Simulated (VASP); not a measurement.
Input of a VASP 6.6.1 run:

The input INCAR:

```
ALGO = Normal ; EDIFF = 1E-6
ENCUT = 520 ; GGA = PE
ISIF = 2 ; ISMEAR = 0
LASPH = True ; LCHARG = False
LREAL = Auto ; LWAVE = False
NBANDS = 48 ; NELM = 100
PREC = Accurate ; SIGMA = 0.02
```

KPOINTS

```
k-points
0
Gamma
  2 2 2
```

File POSCAR:

```
Si
1.0
    0.0000000000      5.4300000000      5.4300000000
    5.4300000000      0.0000000000      5.4300000000
    5.4300000000      5.4300000000      0.0000000000
Si
17
Direct
   -0.0046775322      0.0008029466     -0.0004138122
    0.1073741252      0.1315903315      0.1304453959
   -0.0046339779      0.0007562615      0.5041437385
    0.1280627072      0.1171400552      0.6273297422
   -0.0046979742      0.5052882136     -0.0003922652
    0.1279991713      0.6285459484      0.1159050645
    0.0247809392      0.4924951197      0.4912592081
    0.1280432781      0.6284900552      0.6273561694
    0.4809345304      0.0070779926      0.0059137201
    0.6232627993      0.1215815838      0.1203775322
    0.5071241252     -0.0159471455      0.5043662983
    0.6232987109      0.1215493554      0.6346204420
    0.5070860958      0.5055842541     -0.0172813076
    0.6232460405      0.6357812155      0.1203933702
    0.5071118785      0.5054783610      0.5044148250
    0.6555851750      0.6156089319      0.6142593923
    0.4121937385      0.3634465930      0.3620036832
```

Potentials or basis: VASP PAW PBE potentials, release 64 (Si).

The run is started by

```sh
$ cat potpaw_PBE.64/Si/POTCAR > POTCAR
$ mpirun -np 1 vasp_std > vasp.out
```

Q: Estimate the largest force.

A: 0.180 eV/Å.

Q: Estimate the pressure.

A: 5.2 GPa.

Q: Estimate the band gap on the k mesh.

A: Zero (bands 34 and 35 overlap by 0.18 eV).

Forces on the atoms (eV/Å):
```
Si  -0.012  0.026  0.025
Si  -0.044  0.044  0.044
Si  -0.026  0.012  0.025
Si   0.007 -0.006  0.017
Si  -0.025  0.025  0.013
Si   0.005  0.017 -0.005
Si   0.068 -0.067 -0.072
Si  -0.017 -0.004 -0.006
Si  -0.044  0.044  0.043
Si   0.004  0.029  0.030
Si   0.015 -0.016  0.046
Si  -0.030 -0.004  0.030
Si   0.014  0.043 -0.014
Si  -0.030  0.030 -0.004
Si  -0.044 -0.016 -0.014
Si   0.056 -0.055 -0.056
Si   0.104 -0.104 -0.103
```

Caveat: the k points lie up to 0.50 Å⁻¹ apart.
